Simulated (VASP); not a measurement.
# Al (Fm-3m) in VASP: settings compared, part 2 of 2

VASP 6.6.1.

**3. Single point, BLYP, collinear spin, ferromagnetic start**

This run uses another cell than the first one, of 16.60 Å³/atom, 1.039 times its volume.

The input, INCAR:

```
  AGGAC = 1.0
  AGGAX = 1.0
  ALDAC = 0.0
  ALDAX = 1.0
  ALGO = Fast
  EDIFF = 1E-6
  ENCUT = 520
  GGA = B5
  ISIF = 2
  ISMEAR = 0
  ISPIN = 2
  LASPH = True
  LCHARG = False
  LORBIT = 11
  LREAL = False
  LWAVE = False
  MAGMOM = 0.5
  NBANDS = 12
  NELM = 150
  PREC = Accurate
  SIGMA = 0.1
```

The input, KPOINTS:

```
k-points
0
Gamma
  11 11 11
```

The input, POSCAR:

```
Al
1.0
    0.0000000000      2.0248050000      2.0248050000
    2.0248050000      0.0000000000      2.0248050000
    2.0248050000      2.0248050000      0.0000000000
Al
1
Direct
    0.0000000000      0.0000000000      0.0000000000
```

Potentials or basis: VASP PAW PBE potentials, release 64 (Al).

Launch:

```
$ cat potpaw_PBE.64/Al/POTCAR > POTCAR
$ mpirun -np 1 vasp_std > vasp.out
```

OUTCAR:

```text
EDIFF = 1E-6
   ENCUT = 520
   GGA = B5
   ISIF = 2
   ISMEAR = 0
   ISPIN = 2
   LASPH = True
   LORBIT = 11
   LREAL = False
   NELM = 150
   PREC = Accurate

 ion  position               nearest neighbor table
   1  0.000  0.000  0.000-

  LATTYP: Found a face centered cubic cell.
 ALAT       =     4.0496100000

  Lattice vectors:

 A1 = (   0.0000000000,   2.0248050000,   2.0248050000)
 A2 = (   2.0248050000,   0.0000000000,   2.0248050000)
 A3 = (   2.0248050000,   2.0248050000,   0.0000000000)

Analysis of symmetry for initial positions (statically):
=====================================================================
 Subroutine PRICEL returns:
 Original cell was already a primitive cell.

 Routine SETGRP: Setting up the symmetry group for a
 face centered cubic supercell.

 Subroutine GETGRP returns: Found 48 space group operations
[... 9 lines left out ...]

 Routine SETGRP: Setting up the symmetry group for a
 face centered cubic supercell.

 Subroutine GETGRP returns: Found 48 space group operations
 (whereof 48 operations were pure point group operations)
 out of a pool of 48 trial point group operations.

[... 539 lines left out ...]
      1      -2.6602      1.00000
      2      20.9551      0.00000
      3      20.9551      0.00000
      4      20.9551      0.00000
      5      22.2374      0.00000
      6      22.2374      0.00000
      7      22.2374      0.00000
      8      24.9483      0.00000
      9      27.6558      0.00000
     10      27.6558      0.00000
     11      30.9748      0.00000
     12      33.0420      0.00000
[... 333 lines left out ...]
      1      -0.2962      1.00000
      2      12.2123      0.00000
      3      13.6256      0.00000
      4      20.1073      0.00000
      5      22.2171      0.00000
      6      23.2559      0.00000
      7      24.3060      0.00000
      8      25.2386      0.00000
      9      27.6326      0.00000
     10      32.7225      0.00000
     11      33.9483      0.00000
     12      38.4103      0.00000

 [... further k-points ...]
[... 5 lines left out ...]
  --------------------------------------------------------------------------------------
  -------------------------------------------------------------------------------------
  Total        0.3255531      0.3255531      0.3255531      0.0000000     -0.0000000      0.0000000
  in kB       31.4161399     31.4161399     31.4161399      0.0000000     -0.0000000      0.0000000
  external PRESSURE =      31.4161399 kB  Pullay stress =       0.0000000 kB

 VOLUME and BASIS-vectors are now :
 -----------------------------------------------------------------------------
  energy-cutoff  :      520.00
  volume of cell :       16.60
      direct lattice vectors                 reciprocal lattice vectors
     0.000000000  2.024805000  2.024805000    -0.246937359  0.246937359  0.246937359
     2.024805000  0.000000000  2.024805000     0.246937359 -0.246937359  0.246937359
     2.024805000  2.024805000  0.000000000     0.246937359  0.246937359 -0.246937359

 POSITION                                       TOTAL-FORCE (eV/Angst)
 -----------------------------------------------------------------------------------
      0.00000      0.00000      0.00000         0.000000      0.000000     -0.000000
 -----------------------------------------------------------------------------------
    total drift:                                0.000000      0.000000      0.000000

  FREE ENERGIE OF THE ION-ELECTRON SYSTEM (eV)
  ---------------------------------------------------
  free  energy   TOTEN  =        -2.7061149815 eV

  energy  without entropy=       -2.7031513443  energy(sigma->0) =       -2.70463316

 total charge

# of ion       s       p       d       tot
------------------------------------------
    1        0.438   0.339   0.000   0.777

 magnetization (x)

# of ion       s       p       d       tot
------------------------------------------
    1        0.000   0.000   0.000   0.000
```

OSZICAR:

```text
N       E                     dE             d eps       ncg     rms          rms(c)
DAV:   1     0.429693317165E+00    0.42969E+00   -0.76785E+02  2688   0.133E+02
DAV:   2    -0.261717109792E+01   -0.30469E+01   -0.29389E+01  3716   0.298E+01
DAV:   3    -0.265415240167E+01   -0.36981E-01   -0.36949E-01  3364   0.228E+00
DAV:   4    -0.265430733315E+01   -0.15493E-03   -0.15492E-03  3300   0.177E-01
DAV:   5    -0.265430862012E+01   -0.12870E-05   -0.12870E-05  3456   0.130E-02    0.131E+00
RMM:   6    -0.270424572751E+01   -0.49937E-01   -0.39916E-03  2734   0.276E-01    0.552E-01
RMM:   7    -0.270509089609E+01   -0.84517E-03   -0.23114E-03  2880   0.205E-01    0.281E-01
RMM:   8    -0.270606293188E+01   -0.97204E-03   -0.14278E-03  2982   0.165E-01    0.127E-01
RMM:   9    -0.270609343281E+01   -0.30501E-04   -0.11833E-04  3148   0.509E-02    0.447E-02
RMM:  10    -0.270610085683E+01   -0.74240E-05   -0.47754E-05  3256   0.277E-02    0.183E-02
RMM:  11    -0.270611324150E+01   -0.12385E-04   -0.23815E-05  3065   0.216E-02    0.646E-03
RMM:  12    -0.270611508981E+01   -0.18483E-05   -0.40384E-06  3459   0.794E-03    0.439E-03
RMM:  13    -0.270611498150E+01    0.10831E-06   -0.85388E-07  2815   0.436E-03
   1 F= -.27061150E+01 E0= -.27046332E+01  d E =-.296364E-02  mag=     0.0009
```

Run time: 14 s. Hardware: 1 thread of Intel Xeon Platinum 8559C (Emerald Rapids), shared host; peak memory 0.14 GiB.

What came out:

| Property | Result |
| --- | --- |
| Free energy | -2.7061 eV |
| Pressure | 3.1 GPa |
| Net moment | 0.00 μB per cell |
| Valence electrons inside the program's atomic spheres | Al 0.78 |

Caveat: the PAW data sets were made with another functional, which shifts forces and pressure a little.

**4. Single point, RPBE, collinear spin, ferromagnetic start**

This run uses another cell than the first one, of 16.60 Å³/atom, 1.039 times its volume.

The input, INCAR:

```
PREC = Accurate
ENCUT = 520
EDIFF = 1E-6
ISMEAR = 1
SIGMA = 0.1
LREAL = False
LASPH = True
NELM = 150
ALGO = Fast
ISIF = 2
LWAVE = False
LCHARG = True
ISPIN = 2
MAGMOM = 0.5
LORBIT = 11
GGA = RP
LELF = True
LVHAR = True
NBANDS = 12
```

The input, KPOINTS:

```
regular mesh
0
Gamma
  11 11 11
```

POSCAR is that of step 3.

Launch:

```
$ cat potpaw_PBE.64/Al/POTCAR > POTCAR
$ mpirun -np 1 vasp_std > vasp.out
```

Run time: 11 s. Hardware: 1 thread of Intel Xeon Platinum 8559C (Emerald Rapids), shared host; peak memory 0.14 GiB.

It converged, with:

```
Free energy                                           : -3.5150 eV
Pressure                                              : 0.8 GPa
Net moment                                            : 0.00 μB per cell
Valence electrons inside the program's atomic spheres : Al 0.77
```

Levels at points of the mesh, in eV from the Fermi level:
Spin up:
| k point | band 1 | band 2 | band 3 | band 4 |
| --- | --- | --- | --- | --- |
| (0.00, 0.00, 0.00) | -11.11 | 12.55 | 12.55 | 12.55 |
Spin down:
```csv
k point,band 1,band 2,band 3,band 4,band 5
"(0.00, 0.00, 0.00)",-11.11,12.55,12.55,12.55,14.12
```

Caveat: the PAW data sets were made with another functional, which shifts forces and pressure a little.

**5. Relaxation of cell and atoms, r2SCAN**

This run uses another cell than the first one, of 16.60 Å³/atom, 1.039 times its volume.

POSCAR is that of step 4.

The input, INCAR.step1:

```
SYSTEM = Al
ALGO = Normal
EDIFF = 1E-4
ENCUT = 600
GGA = PE
ISMEAR = -1
LASPH = .TRUE.
LCHARG = .FALSE.
LREAL = .FALSE.
LWAVE = .TRUE.
NELM = 100
PREC = Accurate
SIGMA = 0.1
```

The input, INCAR.step2:

```
SYSTEM = Al
ALGO = Normal
EDIFF = 1E-6
EDIFFG = -0.01
ENCUT = 600
IBRION = 2
ISIF = 3
ISMEAR = -1
ISTART = 1
LASPH = .TRUE.
LCHARG = .FALSE.
LMIXTAU = .TRUE.
LREAL = .FALSE.
LWAVE = .FALSE.
METAGGA = R2SCAN
NELM = 100
NSW = 60
PREC = Accurate
SIGMA = 0.1
```

The input, KPOINTS:

```
k-points
0
G
  11 11 11
  0 0 0
```

Launch:

```
$ cat potpaw_PBE.64/Al/POTCAR > POTCAR
$ cp INCAR.step1 INCAR
$ mpirun -np 1 vasp_std > vasp.out
$ cp INCAR.step2 INCAR
$ mpirun -np 1 vasp_std > vasp.out
```

Wall time 25 s (1 thread of Intel Xeon Platinum 8559C (Emerald Rapids), shared host); peak memory 0.13 GiB.

The run converged. Its results:

```yaml
Free_energy: -6.7511 eV
Relaxed_volume: 15.90 Å³/atom
Relaxed_cell: a = 2.822 Å, b = 2.822 Å, c = 2.822 Å, α = 60.00°, β = 60.00°, γ = 60.00°
Space_group_after_relaxing_to_0.05_Å: Fm-3m (No. 225)
Energy_gained_by_relaxing: 8.4 meV/atom
Ionic_steps: 3
Pressure_after_relaxing: 0.0 GPa
```

Step by step:
```csv
step,energy change (eV),largest force (eV/Å),pressure (GPa),volume (Å³)
1,0.0000,0.0000,-3.63,16.60
2,-0.0078,0.0000,1.12,15.71
3,-0.0084,0.0000,0.03,15.90
```

Final structure:
```yaml
crystal:
  lattice:
    - [0.00000, 1.99563, 1.99563]
    - [1.99563, 0.00000, 1.99563]
    - [1.99563, 1.99563, 0.00000]
  atoms:
    - { symbol: Al, position: [0.00000, 0.00000, 0.00000] }
```

Levels at points of the mesh, in eV from the Fermi level:
```csv
k point,band 1,band 2,band 3,band 4,band 5
"(0.00, 0.00, 0.00)",-12.12,13.53,13.53,13.53,15.73
```

Caveat: the PAW data sets were made with another functional, which shifts forces and pressure a little.

**6. Summary**

| task | level | spin | cell | cutoff (eV) | smearing | gap on the mesh (eV) | pressure (GPa) | moment (μB) |
| --- | --- | --- | --- | --- | --- | --- | --- | --- |
| single point | r2SCAN | off | a = 2.827 Å, angles 60.0°, 1 atom | 520 | fermi-dirac 0.1 eV | none | -0.5 | - |
| single point | BLYP | collinear, ferromagnetic start | a = 2.864 Å, angles 60.0°, 1 atom | 520 | gaussian 0.1 eV | none | 3.1 | 0.00 |
| single point | RPBE | collinear, ferromagnetic start | a = 2.864 Å, angles 60.0°, 1 atom | 520 | methfessel-paxton 0.1 eV | none | 0.8 | 0.00 |
| relaxation of cell and atoms | r2SCAN | off | relaxed from a = 2.864 Å, angles 60.0°, 1 atom | 600 | fermi-dirac 0.1 eV | none | 0.0 | - |

Alike in all rows: potentials or basis VASP PAW PBE potentials, release 64 (Al); k mesh 11 × 11 × 11.

Caveats: the PAW data sets were made with another functional, which shifts forces and pressure a little.

Absolute energies hang on the potentials; compare differences alone.

**7. How close it comes**

Step 5. The cell as given is a measured one (16.60 Å³/atom); r2SCAN puts the equilibrium volume -4.3 % from it, thermal expansion not counted.
